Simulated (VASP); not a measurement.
# Si15C7 in VASP: further runs, part 3 of 3

VASP 6.6.1. Earlier steps stand in the parts before.

## 5. Single point, PBE

INCAR

```
PREC = Accurate
ENCUT = 520
EDIFF = 1E-6
ISMEAR = -1
SIGMA = 0.05
LREAL = Auto
LASPH = T
NELM = 80
ALGO = Normal
ISIF = 2
LWAVE = F
LCHARG = F
GGA = PE
NBANDS = 61
ISYM = 0
```

KPOINTS

```
Automatic mesh
0
Gamma
  1 1 1
  0.25 0.25 0.25
```

POSCAR

```
Si15C7
1.0
    7.0498510000      0.0733280000     -0.0802340000
    0.0733280000      7.4467350000      0.2804210000
   -0.0802340000      0.2804210000      6.9363850000
Si C
15 7
Direct
    0.8066720566      0.9842648200      0.4644412040
    0.4386357631      0.8953380597      0.2185373084
    0.1617446385      0.2505989907      0.7827171069
    0.7766740369      0.2233833338      0.9438578289
    0.7033672235      0.6846260157      0.5775279852
    0.5386094226      0.4594618773      0.3607647253
    0.3882798081      0.0833269823      0.5746690252
    0.5048141030      0.8305178537      0.8036545849
    0.2563304386      0.3010867983      0.2098423538
    0.1129662539      0.5775110203      0.4549441123
    0.9355373258     -0.0214974768      0.8477750652
    0.0699414127      0.8736744860      0.2970603573
    0.4810901867      0.5543547809      0.0202141415
    0.8177277896      0.3055420412      0.2687746091
    0.9357716036      0.5134463406      0.7987058911
    0.3741882880      0.3278715967      0.9618845468
    0.2620415432      0.0574413014      0.3209847628
    0.5147288784      0.9966984081      0.9880823502
    0.5219436582      0.1839778419      0.9520994548
    0.0217929580      0.7908191703      0.0348268203
   -0.0003643954      0.6089674077      0.0306282759
    0.0386897119      0.4653457505      0.2099182081
```

Potentials or basis: VASP PAW PBE potentials, release 64 (Si, C).

Run with:

```
> cat potpaw_PBE.64/Si/POTCAR potpaw_PBE.64/C/POTCAR > POTCAR
> mpirun -np 1 vasp_std > vasp.out
```

OUTCAR:

```text
PREC = Accurate
   ENCUT = 520
   EDIFF = 1E-6
   ISMEAR = -1
   LREAL = Auto
   LASPH = T
   NELM = 80
   ISIF = 2
   GGA = PE
   ISYM = 0

 ion  position               nearest neighbor table
   1  0.807  0.984  0.464-  12 2.38   5 2.44  14 2.66  11 2.79
   2  0.439  0.895  0.219-  18 1.81  17 1.91  12 2.67   7 2.96  13 3.00   8 3.00
   3  0.162  0.251  0.783-  16 2.05  15 2.51   7 2.55  11 2.62   4 2.96   9 3.08
   4  0.777  0.223  0.944-  19 1.83  11 2.27  14 2.40  18 2.54  15 2.60   3 2.96
   5  0.703  0.685  0.578-   8 2.43   1 2.44  15 2.48   6 2.61  10 3.13
   6  0.539  0.459  0.361-  14 2.38  13 2.44   9 2.58   5 2.61
   7  0.388  0.083  0.575-  17 1.98   8 2.48   3 2.55   2 2.96   9 3.02
   8  0.505  0.831  0.804-  18 1.85   5 2.43  13 2.46   7 2.48   2 3.00
   9  0.256  0.301  0.210-  17 1.92  16 1.93  22 1.94   6 2.58  13 2.76  10 2.95   7 3.02   3 3.08
                            14 3.13
  10  0.113  0.578  0.455-  22 2.02  12 2.40  15 2.73   9 2.95   5 3.13
  11  0.936  0.979  0.848-  20 1.91   4 2.27   3 2.62   1 2.79
  12  0.070  0.874  0.297-  17 1.96  20 1.99   1 2.38  10 2.40   2 2.67
  13  0.481  0.554  0.020-  16 1.93   6 2.44   8 2.46   9 2.76   2 3.00
  14  0.818  0.306  0.269-  22 2.01   6 2.38   4 2.40   1 2.66   9 3.13
  15  0.936  0.513  0.799-  21 1.86   5 2.48   3 2.51   4 2.60  10 2.73
  16  0.374  0.328  0.962-  19 1.49   9 1.93  13 1.93   3 2.05
  17  0.262  0.057  0.321-   2 1.91   9 1.92  12 1.96   7 1.98
  18  0.515  0.997  0.988-  19 1.40   2 1.81   8 1.85   4 2.54
  19  0.522  0.184  0.952-  18 1.40  16 1.49   4 1.83
  20  0.022  0.791  0.035-  21 1.37  11 1.91  12 1.99
  21  1.000  0.609  0.031-  20 1.37  22 1.59  15 1.86
  22  0.039  0.465  0.210-  21 1.59   9 1.94  14 2.01  10 2.02

IMPORTANT INFORMATION: All symmetrisations will be switched off!
NOSYMM: (Re-)initialisation of all symmetry stuff for point group C_1.

----------------------------------------------------------------------------------------

                                     Primitive cell

  volume of cell :     363.5060

  direct lattice vectors                    reciprocal lattice vectors
     7.049851000  0.073328000 -0.080234000     0.141881518 -0.001461133  0.001700231
     0.073328000  7.446735000  0.280421000    -0.001461133  0.134506834 -0.005454682
    -0.080234000  0.280421000  6.936385000     0.001700231 -0.005454682  0.144407501

  length of vectors
     7.050688875  7.452373789  6.942514696     0.141899227  0.134625320  0.144520485

  position of ions in fractional coordinates (direct lattice)
     0.806672057  0.984264820  0.464441204
     0.438635763  0.895338060  0.218537308
     0.161744638  0.250598991  0.782717107
     0.776674037  0.223383334  0.943857829
     0.703367224  0.684626016  0.577527985
     0.538609423  0.459461877  0.360764725
[... 14 lines left out ...]
     0.999635605  0.608967408  0.030628276
     0.038689712  0.465345750  0.209918208

  ion indices of the primitive-cell ions
   primitive index   ion index
                 1           1
                 2           2
                 3           3
                 4           4
                 5           5
                 6           6
[... 14 lines left out ...]
                21          21
                22          22

----------------------------------------------------------------------------------------

 KPOINTS: Automatic mesh

Automatic generation of k-mesh.
 Grid dimensions read from file:
 generate k-points for:    1    1    1

 Generating k-lattice:

  Cartesian coordinates                     Fractional coordinates (reciprocal lattice)
     0.141881518 -0.001461133  0.001700231     1.000000000 -0.000000000  0.000000000
    -0.001461133  0.134506834 -0.005454682    -0.000000000  1.000000000  0.000000000
     0.001700231 -0.005454682  0.144407501     0.000000000  0.000000000  1.000000000

  Length of vectors
     0.141899227  0.134625320  0.144520485

  Shift w.r.t. Gamma in fractional coordinates (k-lattice)
     0.250000000  0.250000000  0.250000000

 Subroutine IBZKPT returns following result:
 ===========================================

 Found      1 irreducible k-points:

 Following reciprocal coordinates:
            Coordinates               Weight
  0.250000  0.250000  0.250000      2.000000
   k-points           NKPTS =      1   k-points in BZ     NKDIM =      1   number of bands    NBANDS=     61
   number of dos      NEDOS =    301   number of ions     NIONS =     22
   total plane-waves  NPLWV = 163296
   dimension x,y,z NGX =    54 NGY =   56 NGZ =   54
   dimension x,y,z NGXF=   108 NGYF=  112 NGZF=  108
   ions per type =              15   7
   NGX,Y,Z   is equivalent  to a cutoff of  12.73, 12.49, 12.93 a.u.
   NGXF,Y,Z  is equivalent  to a cutoff of  25.46, 24.98, 25.86 a.u.
 SYSTEM =  unknown system
   PREC   = accura    normal or accurate (medium, high low for compatibility)
   ISTART =      0    job   : 0-new  1-cont  2-samecut
   ICHARG =      2    charge: 1-file 2-atom 10-const
   ISPIN  =      1    spin polarized calculation?
   LNONCOLLINEAR =      F non collinear calculations
   LSORBIT =      F    spin-orbit coupling
   LASPH  =      T    aspherical Exc in radial PAW
   ENCUT  =  520.0 eV  38.22 Ry    6.18 a.u.  13.11 13.86 12.91*2*pi/ulx,y,z
   NELM   =     80;   NELMIN=  2; NELMDL= -5     # of ELM steps
   EDIFF  = 0.1E-05   stopping-criterion for ELM
   LREAL  =      T    real-space projection
   EDIFFG = 0.1E-04   stopping-criterion for IOM
   NSW    =      0    number of steps for IOM
   IBRION =     -1    ionic relax: 0-MD 1-quasi-New 2-CG
   NFREE  =      0    steps in history (QN), initial steepest desc. (CG)
   ISIF   =      2    stress and relaxation
   ISYM   =      0    0-nonsym 1-usesym 2-fastsym
   POTIM  = 0.5000    time-step for ionic-motion
   TEBEG  =    0.0;   TEEND  =   0.0 temperature during run
   PSTRESS=    0.0 pullay stress
   NELECT =      88.0000    total number of electrons
   NUPDOWN=      -1.0000    fix difference up-down
   EMIN   =  10.00;   EMAX   =-10.00  energy-range for DOS
   EFERMI =   0.00;   METHOD = LEGACY
   ISMEAR =    -1;   SIGMA  =   0.05  broadening in eV -4-tet -1-fermi 0-gaus
   EFERMI_NEDOS =   21; number of points for ismear=-14 and -15
   IALGO  =     38    algorithm
   IMIX   =      4    mixing-type and parameters
     AMIX     =   0.40;   BMIX     =  1.00
     AMIX_MAG =   1.60;   BMIX_MAG =  1.00
  volume/ion in A,a.u.               =      16.52       111.50
  Fermi-wavevector in a.u.,A,eV,Ry     =   1.020309  1.928105 14.164088  1.041031
  Thomas-Fermi vector in A             =   2.153872
   LORBIT       =      0    0 simple, 1 ext, 2 COOP (PROOUT), +10 PAW based schemes
   GGA     = PE    functional components
   LHFCALC =     F    Hartree Fock is set to
   AEXX    =    0.0000 exact exchange contribution
   IVDW    =     0    specifies the selected vdW correction
   LEPSILON=     F    determine dielectric tensor
   LRPA    =     F    only Hartree local field effects (RPA)
 non-spin polarized calculation
  energy-cutoff  :      520.00
  volume of cell :      363.51
 maximum number of plane-waves:      9785
 NGX is ok and might be reduce to    54
   NGX = 27   NGY = 27   NGZ = 25

 number of electron      88.0000000 magnetization

 Free energy of the ion-electron system (eV)
  ---------------------------------------------------
  ext. energy  EPLUGINS =         0.00000000
  ---------------------------------------------------
  free energy    TOTEN  =      -133.71630087 eV

  energy without entropy =     -133.71571602  energy(sigma->0) =     -133.71600844

 E-fermi :   5.9329     XC(G=0):  -9.6924

 val. band max:        5.5284317557   @ k =   0.2500   0.2500   0.2500
 cond. band min:       6.3358094192   @ k =   0.2500   0.2500   0.2500
 fundamental gap:      0.8073776635
 Fermi energy:         5.9328616729

 k-point     1 :       0.2500    0.2500    0.2500
  band No.  band energies     occupation
      1     -10.2728      2.00000
      2      -9.7196      2.00000
      3      -7.7509      2.00000
      4      -7.4861      2.00000
      5      -6.7877      2.00000
      6      -5.3185      2.00000
[... 48 lines left out ...]
     55       8.5564      0.00000
     56       8.7322      0.00000
 [bands above 56 left out]

------------------------ aborting loop because EDIFF is reached ----------------------------------------

  FORCE on cell =-STRESS in cart. coord.  units (eV):
  Direction    XX          YY          ZZ          XY          YZ          ZX
  --------------------------------------------------------------------------------------
  -------------------------------------------------------------------------------------
  Total       -6.5701313    -22.0666455    -14.8022974      1.9270985      5.2076836     -0.8671465
  in kB      -28.9582978    -97.2602314    -65.2421261      8.4938170     22.9532174     -3.8220066
  external PRESSURE =     -63.8202184 kB  Pullay stress =       0.0000000 kB

 VOLUME and BASIS-vectors are now :
 -----------------------------------------------------------------------------
  energy-cutoff  :      520.00
  volume of cell :      363.51
      direct lattice vectors                 reciprocal lattice vectors
     7.049851000  0.073328000 -0.080234000     0.141881518 -0.001461133  0.001700231
     0.073328000  7.446735000  0.280421000    -0.001461133  0.134506834 -0.005454682
    -0.080234000  0.280421000  6.936385000     0.001700231 -0.005454682  0.144407501

 POSITION                                       TOTAL-FORCE (eV/Angst)
 -----------------------------------------------------------------------------------
      5.72183      7.51895      3.43283        -0.365419      0.151790      0.403438
      3.14044      6.76079      1.73174         0.170264     -0.438272      0.649426
      1.09585      2.09749      5.48652         0.678397     -0.110246      0.305815
      5.41609      1.98511      6.54729         0.145660      0.698831     -0.114489
      4.96250      5.31176      4.14151         0.402952     -0.362071     -0.260504
      3.80186      3.56215      2.58803        -0.092613      0.265246      0.295520
[... 14 lines left out ...]
      7.08948      4.61671      0.30301         0.690157     -0.446510      1.168016
      0.29004      3.52701      1.58346        -0.269263      0.111038      0.337590
 -----------------------------------------------------------------------------------
    total drift:                                0.017761      0.015313      0.006566

  FREE ENERGIE OF THE ION-ELECTRON SYSTEM (eV)
  ---------------------------------------------------
  free  energy   TOTEN  =      -133.7163008681 eV

  energy  without entropy=     -133.7157160181  energy(sigma->0) =     -133.71600844
```

Run time: 56 s. Hardware: 1 thread of AMD EPYC 7R43 (Zen 3), shared host; peak memory 0.32 GiB.

What came out:

* Free energy: -133.7163 eV
* Pressure: -6.4 GPa
* Largest force: 1.578 eV/Å
* Band gap on the k mesh: 0.81 eV

Forces in eV/Å, atoms in the order of the input:
```
Si  -0.365  0.152  0.403
Si   0.170 -0.438  0.649
Si   0.678 -0.110  0.306
Si   0.146  0.699 -0.114
Si   0.403 -0.362 -0.261
Si  -0.093  0.265  0.296
Si  -0.328  0.655 -0.911
Si  -0.320 -0.633  0.238
Si   0.162 -0.131 -0.040
Si   0.334  0.046 -0.428
Si   0.669 -0.227 -0.512
Si   0.202  0.169 -0.472
Si   0.259  0.536  0.018
Si   0.174  0.003 -0.239
Si  -0.893 -1.130 -0.646
C   -0.654 -1.172 -0.139
C    0.212  0.240  0.399
C   -0.374  0.048 -0.373
C   -0.208  0.742 -0.290
C   -0.596  0.985  0.610
C    0.690 -0.447  1.168
C   -0.269  0.111  0.338
```

Caveat: the k points lie up to 0.91 Å⁻¹ apart.
